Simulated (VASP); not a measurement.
# Ti16C in VASP: single point with PBE

Aim: the single point of Ti16C with PBE.

Everything below comes from runs of VASP 6.6.1. Logs are shortened: lines on timing, memory, paths and dates and some standing lists are left out, and cuts for length are marked.

## (1) The cell of the first run

The cell holds a slab with vacuum, 17 atoms: a = 6.511 Å, b = 6.511 Å, c = 20.179 Å, α = 90.00°, β = 90.00°, γ = 90.00°.

## (2) Single point, PBE

INCAR reads:

```
SYSTEM = Ti16C
PREC     = Accurate       ! precision mode
ENCUT    = 520            ! plane-wave cutoff, eV
EDIFF    = 1E-7           ! SCF threshold, eV
ISMEAR   = 0              ! smearing method
SIGMA    = 0.1            ! smearing width, eV
LREAL    = Auto         
LASPH    = .True.         ! aspherical terms in the spheres
NELM     = 60             ! most SCF steps
ALGO     = Normal         ! electronic algorithm
ISIF     = 2              ! what is computed and relaxed
LWAVE    = .False.        ! write WAVECAR
LCHARG   = .False.        ! write CHGCAR
LDIPOL   = .True.       
IDIPOL   = 3            
DIPOL    = 0.5 0.5 0.326
GGA      = PE             ! functional
NBANDS   = 112            ! bands
```

KPOINTS reads:

```
regular mesh
0
Gamma
  4 4 1
  0 0 0
```

POSCAR reads:

```
Ti16C
1.0
    6.5106718526      0.0000000000      0.0000000000
    0.0000000000      6.5106718526      0.0000000000
    0.0000000000      0.0000000000     20.1793673972
Ti C
16 1
Direct
    0.2500000000      0.2500000000      0.1982222694
    0.2500000000      0.7500000000      0.1982222694
    0.7500000000      0.2500000000      0.1982222694
    0.7500000000      0.7500000000      0.1982222694
    0.0000000000      0.0000000000      0.2788822788
    0.0000000000      0.5000000000      0.2788822788
    0.5000000000      0.0000000000      0.2788822788
    0.5000000000      0.5000000000      0.2788822788
    0.2500000000      0.2500000000      0.3551865244
    0.2500000000      0.7500000000      0.3551865244
    0.7500000000      0.2500000000      0.3551865244
    0.7500000000      0.7500000000      0.3551865244
    0.0000000000      0.0000000000      0.4301109755
    0.0000000000      0.5000000000      0.4301109755
    0.5000000000      0.0000000000      0.4301109755
    0.5000000000      0.5000000000      0.4301109755
    0.0000000000      0.1666666667      0.4994649142
```

Potentials or basis: VASP PAW PBE potentials, release 64 (Ti_sv, C).

Launch:

```sh
> cat potpaw_PBE.64/Ti_sv/POTCAR potpaw_PBE.64/C/POTCAR > POTCAR
> mpirun -np 1 vasp_std > vasp.out
```

OUTCAR:

```text
SYSTEM = Ti16C
   PREC = Accurate
   ENCUT = 520
   EDIFF = 1E-7
   ISMEAR = 0
   LREAL = Auto
   LASPH = .True.
   NELM = 60
   ISIF = 2
   GGA = PE

 ion  position               nearest neighbor table
   1  0.250  0.250  0.198-   5 2.82   6 2.82   7 2.82   8 2.82
   2  0.250  0.750  0.198-   5 2.82   6 2.82   7 2.82   8 2.82
   3  0.750  0.250  0.198-   5 2.82   6 2.82   7 2.82   8 2.82
   4  0.750  0.750  0.198-   5 2.82   6 2.82   7 2.82   8 2.82
   5  0.000  0.000  0.279-   9 2.77  10 2.77  11 2.77  12 2.77   1 2.82   2 2.82   3 2.82   4 2.82

   6  0.000  0.500  0.279-   9 2.77  10 2.77  11 2.77  12 2.77   1 2.82   2 2.82   3 2.82   4 2.82

   7  0.500  0.000  0.279-   9 2.77  10 2.77  11 2.77  12 2.77   1 2.82   2 2.82   3 2.82   4 2.82

   8  0.500  0.500  0.279-   9 2.77  10 2.77  11 2.77  12 2.77   1 2.82   2 2.82   3 2.82   4 2.82

   9  0.250  0.250  0.355-  13 2.75  14 2.75  15 2.75  16 2.75   5 2.77   6 2.77   7 2.77   8 2.77

  10  0.250  0.750  0.355-  13 2.75  14 2.75  15 2.75  16 2.75   5 2.77   6 2.77   7 2.77   8 2.77

  11  0.750  0.250  0.355-  13 2.75  14 2.75  15 2.75  16 2.75   5 2.77   6 2.77   7 2.77   8 2.77

  12  0.750  0.750  0.355-  13 2.75  14 2.75  15 2.75  16 2.75   5 2.77   6 2.77   7 2.77   8 2.77

  13  0.000  0.000  0.430-  17 1.77  10 2.75  11 2.75  12 2.75   9 2.75
  14  0.000  0.500  0.430-   9 2.75  10 2.75  11 2.75  12 2.75
  15  0.500  0.000  0.430-   9 2.75  10 2.75  11 2.75  12 2.75
  16  0.500  0.500  0.430-   9 2.75  10 2.75  11 2.75  12 2.75
  17  0.000  0.167  0.499-  13 1.77

  LATTYP: Found a simple tetragonal cell.
 ALAT       =     6.5106718526
 C/A-ratio  =     3.0994293452

  Lattice vectors:

 A1 = (   6.5106718526,   0.0000000000,   0.0000000000)
 A2 = (   0.0000000000,   6.5106718526,   0.0000000000)
 A3 = (   0.0000000000,   0.0000000000,  20.1793673972)

Analysis of symmetry for initial positions (statically):
=====================================================================
 Subroutine PRICEL returns:
 Original cell was already a primitive cell.

 Routine SETGRP: Setting up the symmetry group for a
 simple tetragonal supercell.

 Subroutine GETGRP returns: Found  2 space group operations
 (whereof  2 operations were pure point group operations)
 out of a pool of 16 trial point group operations.

The static configuration has the point symmetry C_1h.

Analysis of symmetry for dynamics (positions and initial velocities):
=====================================================================
 Subroutine PRICEL returns:
 Original cell was already a primitive cell.

 Routine SETGRP: Setting up the symmetry group for a
 simple tetragonal supercell.

 Subroutine GETGRP returns: Found  2 space group operations
 (whereof  2 operations were pure point group operations)
 out of a pool of 16 trial point group operations.

The dynamic configuration has the point symmetry C_1h.

 Subroutine INISYM returns: Found  2 space group operations
 (whereof  2 operations are pure point group operations),
 and found     1 'primitive' translations

----------------------------------------------------------------------------------------

                                     Primitive cell

  volume of cell :     855.3801

  direct lattice vectors                    reciprocal lattice vectors
     6.510671853  0.000000000  0.000000000     0.153593980  0.000000000  0.000000000
     0.000000000  6.510671853  0.000000000     0.000000000  0.153593980  0.000000000
     0.000000000  0.000000000 20.179367397     0.000000000  0.000000000  0.049555567

  length of vectors
     6.510671853  6.510671853 20.179367397     0.153593980  0.153593980  0.049555567

  position of ions in fractional coordinates (direct lattice)
     0.250000000  0.250000000  0.198222269
     0.250000000  0.750000000  0.198222269
     0.750000000  0.250000000  0.198222269
     0.750000000  0.750000000  0.198222269
     0.000000000  0.000000000  0.278882279
     0.000000000  0.500000000  0.278882279
[... 9 lines left out ...]
     0.500000000  0.500000000  0.430110975
     0.000000000  0.166666667  0.499464914

  ion indices of the primitive-cell ions
   primitive index   ion index
                 1           1
                 2           2
                 3           3
                 4           4
                 5           5
                 6           6
[... 9 lines left out ...]
                16          16
                17          17

----------------------------------------------------------------------------------------

 KPOINTS: regular mesh

Automatic generation of k-mesh.
 Grid dimensions read from file:
 generate k-points for:    4    4    1

 Generating k-lattice:

  Cartesian coordinates                     Fractional coordinates (reciprocal lattice)
     0.038398495  0.000000000  0.000000000     0.250000000  0.000000000  0.000000000
     0.000000000  0.038398495  0.000000000     0.000000000  0.250000000  0.000000000
     0.000000000  0.000000000  0.049555567     0.000000000  0.000000000  1.000000000

  Length of vectors
     0.038398495  0.038398495  0.049555567

  Shift w.r.t. Gamma in fractional coordinates (k-lattice)
     0.000000000  0.000000000  0.000000000

 Subroutine IBZKPT returns following result:
 ===========================================

 Found      9 irreducible k-points:

 Following reciprocal coordinates:
            Coordinates               Weight
  0.000000  0.000000  0.000000      1.000000
  0.250000  0.000000  0.000000      2.000000
  0.000000  0.250000  0.000000      2.000000
  0.500000  0.000000  0.000000      1.000000
  0.000000  0.500000  0.000000      1.000000
  0.250000  0.250000  0.000000      4.000000
  0.500000  0.250000  0.000000      2.000000
 -0.250000  0.500000  0.000000      2.000000
  0.500000  0.500000  0.000000      1.000000
   k-points           NKPTS =      9   k-points in BZ     NKDIM =      9   number of bands    NBANDS=    112
   number of dos      NEDOS =    301   number of ions     NIONS =     17
   total plane-waves  NPLWV = 345600
   dimension x,y,z NGX =    48 NGY =   48 NGZ =  150
   dimension x,y,z NGXF=    96 NGYF=   96 NGZF=  300
   ions per type =              16   1
   NGX,Y,Z   is equivalent  to a cutoff of  12.26, 12.26, 12.36 a.u.
   NGXF,Y,Z  is equivalent  to a cutoff of  24.51, 24.51, 24.72 a.u.
 SYSTEM =  Ti16C
   PREC   = accura    normal or accurate (medium, high low for compatibility)
   ISTART =      0    job   : 0-new  1-cont  2-samecut
   ICHARG =      2    charge: 1-file 2-atom 10-const
   ISPIN  =      1    spin polarized calculation?
   LNONCOLLINEAR =      F non collinear calculations
   LSORBIT =      F    spin-orbit coupling
   LASPH  =      T    aspherical Exc in radial PAW
   ENCUT  =  520.0 eV  38.22 Ry    6.18 a.u.  12.11 12.11 37.52*2*pi/ulx,y,z
   NELM   =     60;   NELMIN=  2; NELMDL= -5     # of ELM steps
   EDIFF  = 0.1E-06   stopping-criterion for ELM
   LREAL  =      T    real-space projection
   EDIFFG = 0.1E-05   stopping-criterion for IOM
   NSW    =      0    number of steps for IOM
   IBRION =     -1    ionic relax: 0-MD 1-quasi-New 2-CG
   NFREE  =      0    steps in history (QN), initial steepest desc. (CG)
   ISIF   =      2    stress and relaxation
   ISYM   =      2    0-nonsym 1-usesym 2-fastsym
   POTIM  = 0.5000    time-step for ionic-motion
   TEBEG  =    0.0;   TEEND  =   0.0 temperature during run
   PSTRESS=    0.0 pullay stress
   NELECT =     196.0000    total number of electrons
   NUPDOWN=      -1.0000    fix difference up-down
   EMIN   =  10.00;   EMAX   =-10.00  energy-range for DOS
   EFERMI =   0.00;   METHOD = LEGACY
   ISMEAR =     0;   SIGMA  =   0.10  broadening in eV -4-tet -1-fermi 0-gaus
   EFERMI_NEDOS =   21; number of points for ismear=-14 and -15
   IALGO  =     38    algorithm
   IMIX   =      4    mixing-type and parameters
     AMIX     =   0.40;   BMIX     =  1.00
     AMIX_MAG =   1.60;   BMIX_MAG =  1.00
  volume/ion in A,a.u.               =      50.32       339.55
  Fermi-wavevector in a.u.,A,eV,Ry     =   1.001783  1.893096 13.654397  1.003570
  Thomas-Fermi vector in A             =   2.134228
   LORBIT       =      0    0 simple, 1 ext, 2 COOP (PROOUT), +10 PAW based schemes
   GGA     = PE    functional components
   LHFCALC =     F    Hartree Fock is set to
   AEXX    =    0.0000 exact exchange contribution
   IVDW    =     0    specifies the selected vdW correction
   LEPSILON=     F    determine dielectric tensor
   LRPA    =     F    only Hartree local field effects (RPA)
 non-spin polarized calculation
 Gauss-broadening in eV      SIGMA  =   0.10
  energy-cutoff  :      520.00
  volume of cell :      855.38
 maximum number of plane-waves:     23060
   NGX = 25   NGY = 25   NGZ = 75

 dipolmoment           0.000000      0.000000     -0.148157 electrons x Angstroem

 number of electron     196.0000092 magnetization

 dipolmoment           0.000000      0.000000      0.329209 electrons x Angstroem

 Free energy of the ion-electron system (eV)
  ---------------------------------------------------
  ext. energy  EPLUGINS =         0.00000000
  ---------------------------------------------------
  free energy    TOTEN  =      -121.61601450 eV

  energy without entropy =     -121.45221549  energy(sigma->0) =     -121.53411500

 E-fermi :   0.2065     XC(G=0):  -4.8487

 val. band max:        0.1873662004   @ k =   0.2500   0.0000   0.0000
 cond. band min:       0.2093578368   @ k =   0.5000   0.5000   0.0000
 fundamental gap:      0.0219916364
 Fermi energy:         0.2065207271

 k-point     1 :       0.0000    0.0000    0.0000
  band No.  band energies     occupation
      1     -56.8682      2.00000
      2     -56.8549      2.00000
      3     -56.8507      2.00000
      4     -56.8404      2.00000
      5     -56.7823      2.00000
      6     -56.7379      2.00000
[... 102 lines left out ...]
    109       1.1232      0.00000
    110       1.1419      0.00000
[... 902 lines left out ...]
    109       0.8647      0.00000
    110       0.8678      0.00000
 [bands above 110 left out]

------------------------ aborting loop because EDIFF is reached ----------------------------------------

 vacuum level on the upper side and lower side of the slab       (xc-potential included)         0.636        -0.757

  FORCE on cell =-STRESS in cart. coord.  units (eV):
  Direction    XX          YY          ZZ          XY          YZ          ZX
  --------------------------------------------------------------------------------------
  -------------------------------------------------------------------------------------
  Total      -10.3690964    -10.9147199     -3.2326956      0.0000000      3.9804096      0.0000000
  in kB      -19.4219277    -20.4439126     -6.0550290      0.0000000      7.4555413      0.0000000
  external PRESSURE =     -15.3069564 kB  Pullay stress =       0.0000000 kB

 VOLUME and BASIS-vectors are now :
 -----------------------------------------------------------------------------
  energy-cutoff  :      520.00
  volume of cell :      855.38
      direct lattice vectors                 reciprocal lattice vectors
     6.510671853  0.000000000  0.000000000     0.153593980  0.000000000  0.000000000
     0.000000000  6.510671853  0.000000000     0.000000000  0.153593980  0.000000000
     0.000000000  0.000000000 20.179367397     0.000000000  0.000000000  0.049555567

 POSITION                                       TOTAL-FORCE (eV/Angst)
 -----------------------------------------------------------------------------------
      1.62767      1.62767      4.00000        -0.017452     -0.050082      0.543304
      1.62767      4.88300      4.00000         0.006091     -0.031084      0.520987
      4.88300      1.62767      4.00000         0.017452     -0.050082      0.543304
      4.88300      4.88300      4.00000        -0.006091     -0.031084      0.520987
      0.00000      0.00000      5.62767         0.000000      0.201253     -0.832425
      0.00000      3.25534      5.62767         0.000000      0.152830     -0.362617
[... 9 lines left out ...]
      3.25534      3.25534      8.67937         0.000000      0.511820     -0.185098
      0.00000      1.08511     10.07889         0.000000      3.031550      0.052842
 -----------------------------------------------------------------------------------
    total drift:                                0.000000      0.004659      0.140122

  FREE ENERGIE OF THE ION-ELECTRON SYSTEM (eV)
  ---------------------------------------------------
  free  energy   TOTEN  =      -121.6160144991 eV

  energy  without entropy=     -121.4522154915  energy(sigma->0) =     -121.53411500

 vacuum level on the upper side and lower side of the slab         4.780         3.354
```

Run time: 29 min. Hardware: 1 thread of AMD EPYC 9R45 (Zen 5), shared host; peak memory 0.98 GiB.

What came out:

```yaml
Free_energy: -121.6160 eV
Largest_force: 3.032 eV/Å
Band_gap_on_the_k_mesh: zero (bands 98 and 99 overlap by 0.19 eV)
```

Forces in eV/Å, atoms in the order of the input:
```
Ti  -0.017 -0.050  0.543
Ti   0.006 -0.031  0.521
Ti   0.017 -0.050  0.543
Ti  -0.006 -0.031  0.521
Ti   0.000  0.201 -0.832
Ti   0.000  0.153 -0.363
Ti   0.000  0.030 -0.310
Ti   0.000 -0.089 -0.583
Ti   0.260  0.201 -0.159
Ti   0.498 -0.166 -0.176
Ti  -0.260  0.201 -0.159
Ti  -0.498 -0.166 -0.176
Ti   0.000 -1.986 -0.777
Ti   0.000 -1.469  1.291
Ti   0.000 -0.293  0.246
Ti   0.000  0.512 -0.185
C    0.000  3.032  0.053
```

Levels at points of the mesh, in eV from the Fermi level:
```tsv
k point	band 95	band 96	band 97	band 98	band 99	band 100	band 101	band 102
(0.00, 0.00, 0.00)	-0.17	-0.16	-0.11	-0.07	0.14	0.17	0.21	0.39
(0.50, 0.00, 0.00)	-0.19	-0.09	0.08	0.11	0.14	0.14	0.16	0.27
(0.00, 0.50, 0.00)	-0.11	0.01	0.03	0.08	0.17	0.17	0.22	0.25
(0.50, 0.50, 0.00)	-0.22	-0.20	-0.14	-0.12	-0.08	-0.06	-0.04	0.00
```
